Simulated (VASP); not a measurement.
Set up this calculation in VASP 6.6.1, as the native input.

```yaml
Task: single point
Functional: PBE
Potentials_or_basis: VASP PAW PBE potentials, release 64 (C)
Cutoff: 520 eV
k_mesh: 24 × 24 × 6
Occupations: gaussian, width 0.15 eV
Spin: no spin polarisation
Dipole_correction: no
Further_INCAR_settings: ALGO = Normal; EDIFF = 1e-07; NBANDS = 16
```

The structure of C lies in POSCAR:

```
C
1.0
    2.4665344233      0.0000000000      0.0000000000
   -1.2332672117      2.1360814699      0.0000000000
    0.0000000000      0.0000000000      8.7682331379
C
4
Direct
    0.0000000000      0.0000000000      0.0025000000
    0.0000000000      0.0000000000      0.5025000000
    0.3333333333      0.6666666667      0.0025000000
    0.6666666667      0.3333333333      0.5025000000
```

This cell differs from its parent crystal: strain +0.0300 x Voigt [0, 0, 1, 0, 0, 0].

These files were run (other wordings do the same):

INCAR

```
SYSTEM = C
  ALGO = Normal
  EDIFF = 1E-7
  ENCUT = 520
  GGA = PE
  ISIF = 2
  ISMEAR = 0
  LASPH = .True.
  LCHARG = .False.
  LREAL = .False.
  LWAVE = .False.
  NBANDS = 16
  NELM = 100
  PREC = Accurate
  SIGMA = 0.15
```

KPOINTS

```
k-points
0
Gamma
  24 24 6
  0 0 0
```

Potentials or basis: VASP PAW PBE potentials, release 64 (C).

Run with:

```console
$ cat potpaw_PBE.64/C/POTCAR > POTCAR
$ mpirun -np 1 vasp_std > vasp.out
```

It gave:

```
Pressure               : 0.3 GPa
Band gap on the k mesh : zero (filled and empty bands touch)
```

Caveat: the cell differs from its parent crystal (strain +0.0300 x Voigt [0, 0, 1, 0, 0, 0]); this functional lacks dispersion, which binds the layers, so the pressure and a relaxed spacing across them are unreliable.

It took 2.5 min on 1 thread of Intel(R) Xeon(R) Platinum 8259CL CPU @ 2.50GHz (Skylake/Cascade Lake), with other jobs on the host, peak memory 0.25 GiB.
